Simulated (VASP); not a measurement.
# Pt (Fm-3m) in VASP: further runs, part 2 of 2

VASP 6.6.1. Earlier steps stand in the parts before.

## 3. Single point, PBEsol, collinear spin, ferromagnetic start

INCAR reads:

```
ALGO = Normal
EDIFF = 1E-6
ENCUT = 520
GGA = PS
ISIF = 2
ISMEAR = 0
ISPIN = 2
LASPH = T
LCHARG = T
LELF = T
LMAXMIX = 4
LORBIT = 11
LREAL = F
LVHAR = T
LWAVE = F
MAGMOM = 0.2
NBANDS = 15
NELM = 150
NUPDOWN = 0.2
PREC = Accurate
SIGMA = 0.15
```

KPOINTS reads:

```
k-points
0
Gamma
  22 22 22
```

POSCAR reads:

```
Pt
1.0
    0.0000000000      1.9879272712      1.9879272712
    1.9879272712      0.0000000000      1.9879272712
    1.9879272712      1.9879272712      0.0000000000
Pt
1
Direct
    0.0000000000      0.0000000000      0.0000000000
```

Potentials or basis: VASP PAW PBE potentials, release 64 (Pt).

Launch:

```bash
$ cat potpaw_PBE.64/Pt/POTCAR > POTCAR
$ mpirun -np 1 vasp_std > vasp.out
```

OUTCAR:

```text
EDIFF = 1E-6
   ENCUT = 520
   GGA = PS
   ISIF = 2
   ISMEAR = 0
   ISPIN = 2
   LASPH = T
   LORBIT = 11
   LREAL = F
   NELM = 150
   NUPDOWN = 0.2
   PREC = Accurate

 ion  position               nearest neighbor table
   1  0.000  0.000  0.000-

  LATTYP: Found a face centered cubic cell.
 ALAT       =     3.9758545424

  Lattice vectors:

 A1 = (   0.0000000000,   1.9879272712,   1.9879272712)
 A2 = (   1.9879272712,   0.0000000000,   1.9879272712)
 A3 = (   1.9879272712,   1.9879272712,   0.0000000000)

Analysis of symmetry for initial positions (statically):
=====================================================================
 Subroutine PRICEL returns:
 Original cell was already a primitive cell.

 Routine SETGRP: Setting up the symmetry group for a
 face centered cubic supercell.

 Subroutine GETGRP returns: Found 48 space group operations
 (whereof 48 operations were pure point group operations)
 out of a pool of 48 trial point group operations.

The static configuration has the point symmetry O_h .

Analysis of symmetry for dynamics (positions and initial velocities):
=====================================================================
 Subroutine PRICEL returns:
 Original cell was already a primitive cell.

 Routine SETGRP: Setting up the symmetry group for a
 face centered cubic supercell.

 Subroutine GETGRP returns: Found 48 space group operations
 (whereof 48 operations were pure point group operations)
 out of a pool of 48 trial point group operations.

The dynamic configuration has the point symmetry O_h .

Analysis of structural, dynamic, and magnetic symmetry:
=====================================================================
 Subroutine PRICEL returns:
 Original cell was already a primitive cell.

 Routine SETGRP: Setting up the symmetry group for a
 face centered cubic supercell.

 Subroutine GETGRP returns: Found 48 space group operations
 (whereof 48 operations were pure point group operations)
 out of a pool of 48 trial point group operations.

The overall configuration has the point symmetry O_h .

 Subroutine INISYM returns: Found 48 space group operations
 (whereof 48 operations are pure point group operations),
 and found     1 'primitive' translations

----------------------------------------------------------------------------------------

                                     Primitive cell

  volume of cell :      15.7120

  direct lattice vectors                    reciprocal lattice vectors
     0.000000000  1.987927271  1.987927271    -0.251518256  0.251518256  0.251518256
     1.987927271  0.000000000  1.987927271     0.251518256 -0.251518256  0.251518256
     1.987927271  1.987927271  0.000000000     0.251518256  0.251518256 -0.251518256

  length of vectors
     2.811353708  2.811353708  2.811353708     0.435642398  0.435642398  0.435642398

  position of ions in fractional coordinates (direct lattice)
     0.000000000  0.000000000  0.000000000

  ion indices of the primitive-cell ions
   primitive index   ion index
                 1           1

----------------------------------------------------------------------------------------

 KPOINTS: k-points

Automatic generation of k-mesh.
 Grid dimensions read from file:
 generate k-points for:   22   22   22

 Generating k-lattice:

[... 66 lines left out ...]
   NFREE  =      0    steps in history (QN), initial steepest desc. (CG)
   ISIF   =      2    stress and relaxation
   ISYM   =      2    0-nonsym 1-usesym 2-fastsym
   POTIM  = 0.5000    time-step for ionic-motion
   TEBEG  =    0.0;   TEEND  =   0.0 temperature during run
   PSTRESS=    0.0 pullay stress
   NELECT =      10.0000    total number of electrons
   NUPDOWN=       0.2000    fix difference up-down
   EMIN   =  10.00;   EMAX   =-10.00  energy-range for DOS
   EFERMI =   0.00;   METHOD = LEGACY
   ISMEAR =     0;   SIGMA  =   0.15  broadening in eV -4-tet -1-fermi 0-gaus
   EFERMI_NEDOS =   21; number of points for ismear=-14 and -15
   IALGO  =     38    algorithm
   IMIX   =      4    mixing-type and parameters
     AMIX     =   0.40;   BMIX     =  1.00
     AMIX_MAG =   1.60;   BMIX_MAG =  1.00
  volume/ion in A,a.u.               =      15.71       106.03
  Fermi-wavevector in a.u.,A,eV,Ry     =   1.408200  2.661112 26.980724  1.983027
  Thomas-Fermi vector in A             =   2.530382
   LORBIT       =     11    0 simple, 1 ext, 2 COOP (PROOUT), +10 PAW based schemes
   GGA     = PS    functional components
   LHFCALC =     F    Hartree Fock is set to
   AEXX    =    0.0000 exact exchange contribution
   IVDW    =     0    specifies the selected vdW correction
   LEPSILON=     F    determine dielectric tensor
   LRPA    =     F    only Hartree local field effects (RPA)
 spin polarized calculation
 Gauss-broadening in eV      SIGMA  =   0.15
  energy-cutoff  :      520.00
  volume of cell :       15.71
 maximum number of plane-waves:       444
 NGX is ok and might be reduce to    24
   NGX = 11   NGY = 11   NGZ = 11

 number of electron      10.0000002 magnetization       0.2000000

 Free energy of the ion-electron system (eV)
  ---------------------------------------------------
  ext. energy  EPLUGINS =         0.00000000
  ---------------------------------------------------
  free energy    TOTEN  =        -6.94652857 eV

  energy without entropy =       -6.92601251  energy(sigma->0) =       -6.93627054

 E-fermi :  10.2961     XC(G=0): -13.3861

 val. band max:       10.3619324880   @ k =  -0.4091   0.4091   0.0000
 cond. band min:      10.2987515330   @ k =  -0.1818   0.1818   0.0455
 fundamental gap:     -0.0631809550
 Fermi energy:        10.3621756243

 spin component 1

 k-point     1 :       0.0000    0.0000    0.0000
  band No.  band energies     occupation
      1       0.4675      1.00000
      2       6.6981      1.00000
      3       6.6981      1.00000
      4       6.6981      1.00000
      5       8.7400      1.00000
      6       8.7400      1.00000
      7      25.0401      0.00000
      8      29.7666      0.00000
      9      29.7666      0.00000
     10      29.7666      0.00000
     11      34.9298      0.00000
     12      41.5248      0.00000
     13      41.5248      0.00000
     14      41.5248      0.00000
[... 403 lines left out ...]
      4       9.2034      1.00000
      5      10.1948      0.94271
      6      10.9024      0.00000
      7      15.9898      0.00000
      8      24.7312      0.00000
      9      28.6520      0.00000
     10      29.0982      0.00000
     11      37.6470      0.00000
     12      37.9548      0.00000
     13      39.2225      0.00000
     14      42.9799      0.00000
     15      43.0836      0.00000

 [... further k-points ...]

 spin component 2

 k-point     1 :       0.0000    0.0000    0.0000
  band No.  band energies     occupation
      1       0.4998      1.00000
      2       6.8332      1.00000
      3       6.8332      1.00000
      4       6.8332      1.00000
      5       8.8641      1.00000
      6       8.8641      1.00000
      7      25.0639      0.00000
      8      29.7884      0.00000
      9      29.7884      0.00000
     10      29.7884      0.00000
     11      34.9275      0.00000
     12      41.5700      0.00000
     13      41.5700      0.00000
     14      41.5700      0.00000
[... 403 lines left out ...]
      4       9.2666      1.00000
      5      10.3413      0.33487
      6      11.0061      0.00000
      7      16.0978      0.00000
      8      24.7469      0.00000
      9      28.6970      0.00000
     10      29.1433      0.00000
     11      37.6799      0.00000
     12      37.9879      0.00000
     13      39.2606      0.00000
     14      43.1645      0.00000
     15      43.2791      0.00000

 [... further k-points ...]
[... 5 lines left out ...]
  --------------------------------------------------------------------------------------
  -------------------------------------------------------------------------------------
  Total       -1.1136562     -1.1136562     -1.1136562     -0.0000000     -0.0000000      0.0000000
  in kB     -113.5612758   -113.5612758   -113.5612758     -0.0000000     -0.0000000      0.0000000
  external PRESSURE =    -113.5612758 kB  Pullay stress =       0.0000000 kB

 VOLUME and BASIS-vectors are now :
 -----------------------------------------------------------------------------
  energy-cutoff  :      520.00
  volume of cell :       15.71
      direct lattice vectors                 reciprocal lattice vectors
     0.000000000  1.987927271  1.987927271    -0.251518256  0.251518256  0.251518256
     1.987927271  0.000000000  1.987927271     0.251518256 -0.251518256  0.251518256
     1.987927271  1.987927271  0.000000000     0.251518256  0.251518256 -0.251518256

 POSITION                                       TOTAL-FORCE (eV/Angst)
 -----------------------------------------------------------------------------------
      0.00000      0.00000      0.00000         0.000000      0.000000      0.000000
 -----------------------------------------------------------------------------------
    total drift:                               -0.000000      0.000000      0.000000

  FREE ENERGIE OF THE ION-ELECTRON SYSTEM (eV)
  ---------------------------------------------------
  free  energy   TOTEN  =        -6.9465285683 eV

  energy  without entropy=       -6.9260125144  energy(sigma->0) =       -6.93627054

 total charge

# of ion       s       p       d       tot
------------------------------------------
    1        0.612   0.564   8.003   9.178

 magnetization (x)

# of ion       s       p       d       tot
------------------------------------------
    1       -0.000  -0.003   0.202   0.199
```

stdout:

```text
POSCAR found type information on POSCAR Pt
 POSCAR found :  1 types and       1 ions
 scaLAPACK will be used
 -----------------------------------------------------------------------------
|                                                                             |
|                                                                             |
|     You enforced a specific xc type in the INCAR file but a different       |
|     I HOPE YOU KNOW WHAT YOU ARE DOING!                                     |
|                                                                             |
 -----------------------------------------------------------------------------

 LDA part: xc-table for (Slater+PW92), standard interpolation
 POSCAR, INCAR and KPOINTS ok, starting setup
 FFT: planning ... GRIDC
 FFT: planning ... GRID_SOFT
 FFT: planning ... GRID
 WAVECAR not read
 entering main loop
```

It took 4.4 min on 1 thread of AMD EPYC 7R43 (Zen 3), shared host; peak memory 0.21 GiB.

Results:

```yaml
Free_energy: -6.9465 eV
Pressure: -11.4 GPa
Net_moment: 0.20 μB per cell
Site_moments: Pt +0.20 μB
Valence_electrons_inside_the_program's_atomic_spheres: Pt 9.18
```

Caveat: the PAW data sets were made with another functional, which shifts forces and pressure a little; spin-orbit coupling is left out, which moves the levels of the heavy elements; the total moment is fixed, so each spin has its own Fermi level.

## 4. Single point, PBEsol, collinear spin, ferromagnetic start

INCAR reads:

```
SYSTEM = Pt
  PREC = Accurate
  ENCUT = 520
  EDIFF = 1E-6
  ISMEAR = 0
  SIGMA = 0.15
  LREAL = .False.
  LASPH = .True.
  NELM = 150
  ALGO = Normal
  ISIF = 2
  LWAVE = .False.
  LCHARG = .False.
  ISPIN = 2
  MAGMOM = 0.5
  LORBIT = 11
  NUPDOWN = 0.5
  LMAXMIX = 4
  GGA = PS
  NBANDS = 15
```

KPOINTS reads:

```
Automatic mesh
0
Gamma
  22 22 22
  0 0 0
```

POSCAR is that of step 3.

Potentials or basis: VASP PAW PBE potentials, release 64 (Pt).

Launch:

```bash
$ cat potpaw_PBE.64/Pt/POTCAR > POTCAR
$ mpirun -np 1 vasp_std > vasp.out
```

OUTCAR:

```text
SYSTEM = Pt
   PREC = Accurate
   ENCUT = 520
   EDIFF = 1E-6
   ISMEAR = 0
   LREAL = .False.
   LASPH = .True.
   NELM = 150
   ISIF = 2
   ISPIN = 2
   LORBIT = 11
   NUPDOWN = 0.5
   GGA = PS

 ion  position               nearest neighbor table
   1  0.000  0.000  0.000-

  LATTYP: Found a face centered cubic cell.
 ALAT       =     3.9758545424

  Lattice vectors:

[... 1066 lines left out ...]
     15      43.4225      0.00000

 [... further k-points ...]
[... 5 lines left out ...]
  --------------------------------------------------------------------------------------
  -------------------------------------------------------------------------------------
  Total       -1.0225374     -1.0225374     -1.0225374      0.0000000     -0.0000000     -0.0000000
  in kB     -104.2697457   -104.2697457   -104.2697457      0.0000000     -0.0000000     -0.0000000
  external PRESSURE =    -104.2697457 kB  Pullay stress =       0.0000000 kB

 VOLUME and BASIS-vectors are now :
 -----------------------------------------------------------------------------
  energy-cutoff  :      520.00
  volume of cell :       15.71
      direct lattice vectors                 reciprocal lattice vectors
     0.000000000  1.987927271  1.987927271    -0.251518256  0.251518256  0.251518256
     1.987927271  0.000000000  1.987927271     0.251518256 -0.251518256  0.251518256
     1.987927271  1.987927271  0.000000000     0.251518256  0.251518256 -0.251518256

 POSITION                                       TOTAL-FORCE (eV/Angst)
 -----------------------------------------------------------------------------------
      0.00000      0.00000      0.00000         0.000000      0.000000      0.000000
 -----------------------------------------------------------------------------------
    total drift:                               -0.000000     -0.000000     -0.000000

  FREE ENERGIE OF THE ION-ELECTRON SYSTEM (eV)
  ---------------------------------------------------
  free  energy   TOTEN  =        -6.9252564328 eV

  energy  without entropy=       -6.9095160738  energy(sigma->0) =       -6.91738625

 total charge

# of ion       s       p       d       tot
------------------------------------------
    1        0.613   0.566   7.999   9.178

 magnetization (x)

# of ion       s       p       d       tot
------------------------------------------
    1        0.001  -0.004   0.500   0.496
```

OSZICAR:

```text
N       E                     dE             d eps       ncg     rms          rms(c)
DAV:   1     0.423053572553E+02    0.42305E+02   -0.47206E+03 19815   0.581E+02
DAV:   2    -0.659701049680E+01   -0.48902E+02   -0.46496E+02 26092   0.154E+02
DAV:   3    -0.737125924662E+01   -0.77425E+00   -0.77220E+00 26624   0.175E+01
DAV:   4    -0.737383224066E+01   -0.25730E-02   -0.25728E-02 23643   0.116E+00
DAV:   5    -0.737384856288E+01   -0.16322E-04   -0.16321E-04 26459   0.799E-02    0.122E+01
DAV:   6    -0.696905154980E+01    0.40480E+00   -0.88448E-01 28619   0.580E+00    0.620E+00
DAV:   7    -0.692941591324E+01    0.39636E-01   -0.13190E-01 28626   0.215E+00    0.290E+00
DAV:   8    -0.692643156538E+01    0.29843E-02   -0.16832E-03 24658   0.297E-01    0.150E+00
DAV:   9    -0.692527159150E+01    0.11600E-02   -0.10440E-03 27310   0.234E-01    0.203E-01
DAV:  10    -0.692525438883E+01    0.17203E-04   -0.55382E-05 25686   0.493E-02    0.184E-02
DAV:  11    -0.692525561440E+01   -0.12256E-05   -0.17426E-06 25546   0.776E-03    0.997E-03
DAV:  12    -0.692525643277E+01   -0.81836E-06   -0.20755E-07 19375   0.294E-03
   1 F= -.69252564E+01 E0= -.69173863E+01  d E =-.157404E-01  mag=     0.5000
```

stdout:

```text
POSCAR found type information on POSCAR Pt
 POSCAR found :  1 types and       1 ions
 scaLAPACK will be used
 -----------------------------------------------------------------------------
|                                                                             |
|                                                                             |
|     You enforced a specific xc type in the INCAR file but a different       |
|     I HOPE YOU KNOW WHAT YOU ARE DOING!                                     |
|                                                                             |
 -----------------------------------------------------------------------------

 LDA part: xc-table for (Slater+PW92), standard interpolation
 POSCAR, INCAR and KPOINTS ok, starting setup
 FFT: planning ... GRIDC
 FFT: planning ... GRID_SOFT
 FFT: planning ... GRID
 WAVECAR not read
 entering main loop
```

It took 3.9 min on 1 thread of AMD EPYC 7R43 (Zen 3), shared host; peak memory 0.2 GiB.

What came out:

```yaml
Free_energy: -6.9253 eV
Pressure: -10.4 GPa
Net_moment: 0.50 μB per cell
Site_moments: Pt +0.50 μB
Valence_electrons_inside_the_program's_atomic_spheres: Pt 9.18
```

Caveat: the PAW data sets were made with another functional, which shifts forces and pressure a little; spin-orbit coupling is left out, which moves the levels of the heavy elements; the total moment is fixed, so each spin has its own Fermi level.

## 5. Single point, PBEsol, collinear spin, ferromagnetic start

This run uses another cell than the first one, of 17.06 Å³/atom, 1.086 times its volume.

INCAR reads:

```
SYSTEM = Pt
PREC = Accurate ; ENCUT = 520
EDIFF = 1E-6 ; ISMEAR = 0
SIGMA = 0.15 ; LREAL = .FALSE.
LASPH = .TRUE. ; NELM = 150
ALGO = Fast ; ISIF = 2
LWAVE = .FALSE. ; LCHARG = .FALSE.
ISPIN = 2 ; MAGMOM = 0.45
LORBIT = 11 ; NUPDOWN = 0.45
LMAXMIX = 4 ; GGA = PS
NBANDS = 15
```

KPOINTS reads:

```
regular mesh
0
G
  22 22 22
  0 0 0
```

POSCAR reads:

```
Pt
1.0
    0.0000000000      2.0434252976      2.0434252976
    2.0434252976      0.0000000000      2.0434252976
    2.0434252976      2.0434252976      0.0000000000
Pt
1
Direct
    0.0000000000      0.0000000000      0.0000000000
```

Launch:

```bash
$ cat potpaw_PBE.64/Pt/POTCAR > POTCAR
$ mpirun -np 1 vasp_std > vasp.out
```

Run time: 1.8 min. Hardware: 1 thread of Intel Xeon 6975P-C, shared host; peak memory 0.25 GiB.

It converged, with:

```yaml
Free_energy: -6.7736 eV
Pressure: -25.3 GPa
Net_moment: 0.45 μB per cell
Site_moments: Pt +0.45 μB
Valence_electrons_inside_the_program's_atomic_spheres: Pt 9.00
```

Caveat: the PAW data sets were made with another functional, which shifts forces and pressure a little; spin-orbit coupling is left out, which moves the levels of the heavy elements; the total moment is fixed, so each spin has its own Fermi level.

## 6. Summary

| fixed moment (μB) | cell | pressure (GPa) | moment (μB) |
| --- | --- | --- | --- |
| 0.4 | a = 2.811 Å, angles 60.0°, 1 atom | -10.8 | 0.40 |
| 0.2 | a = 2.811 Å, angles 60.0°, 1 atom | -11.4 | 0.20 |
| 0.5 | a = 2.811 Å, angles 60.0°, 1 atom | -10.4 | 0.50 |
| 0.45 | a = 2.890 Å, angles 60.0°, 1 atom | -25.3 | 0.45 |

Alike in all rows: task single point; level PBEsol; potentials or basis VASP PAW PBE potentials, release 64 (Pt); spin collinear, ferromagnetic start; k mesh 22 × 22 × 22; cutoff (eV) 520; smearing gaussian 0.15 eV.

Caveats: the PAW data sets were made with another functional, which shifts forces and pressure a little; spin-orbit coupling is left out, which moves the levels of the heavy elements; the total moment is fixed, so each spin has its own Fermi level.

Absolute energies hang on the potentials; compare differences alone.
